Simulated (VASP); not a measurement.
Write the native input for VASP 6.6.1 that does the following.

| Property | Result |
| --- | --- |
| Task | single point |
| Functional | PBE |
| Potentials or basis | VASP PAW PBE potentials, release 64 (W_sv) |
| Cutoff | 520 eV |
| k mesh | 11 × 11 × 1 |
| Occupations | gaussian, width 0.1 eV |
| Spin | no spin polarisation |
| Dipole correction | yes |
| Further INCAR settings | ALGO = Normal; EDIFF = 1e-06; NBANDS = 28 |

The structure of W lies in POSCAR:

```
W
1.0
    2.7571643597      0.0000000000      0.0000000000
   -0.9190547866      2.5994794874      0.0000000000
    0.0000000000      0.0000000000     18.5024305454
W
3
Direct
    0.5000000000      0.5000000000      0.3783286732
    0.0000000000      0.0000000000      0.4960503290
    0.5000000000      0.5000000000      0.6137688816
```

These files were run (other wordings do the same):

INCAR

```
SYSTEM = W
PREC = Accurate ; ENCUT = 520
EDIFF = 1E-6 ; ISMEAR = 0
SIGMA = 0.1 ; LREAL = .FALSE.
LASPH = .TRUE. ; NELM = 100
ALGO = Normal ; ISIF = 2
LWAVE = .FALSE. ; LCHARG = .FALSE.
LDIPOL = .TRUE. ; IDIPOL = 3
DIPOL = 0.5 0.5 0.496 ; GGA = PE
NBANDS = 28
```

KPOINTS

```
regular mesh
0
G
  11 11 1
  0 0 0
```

Potentials or basis: VASP PAW PBE potentials, release 64 (W_sv).

Launch:

```console
$ cat potpaw_PBE.64/W_sv/POTCAR > POTCAR
$ mpirun -np 1 vasp_std > vasp.out
```

Results of the run:

```yaml
Largest_force: 0.033 eV/Å
Band_gap_on_the_k_mesh: zero (band 21 reaches 2.10 eV, above the bottom of band 22 at 0.33 eV)
```

Caveat: spin-orbit coupling is left out, which moves the levels of the heavy elements.

Run time: 92 s on 1 thread of Intel(R) Xeon(R) 6975P-C (Granite Rapids), with other jobs on the host, peak memory 0.32 GiB.
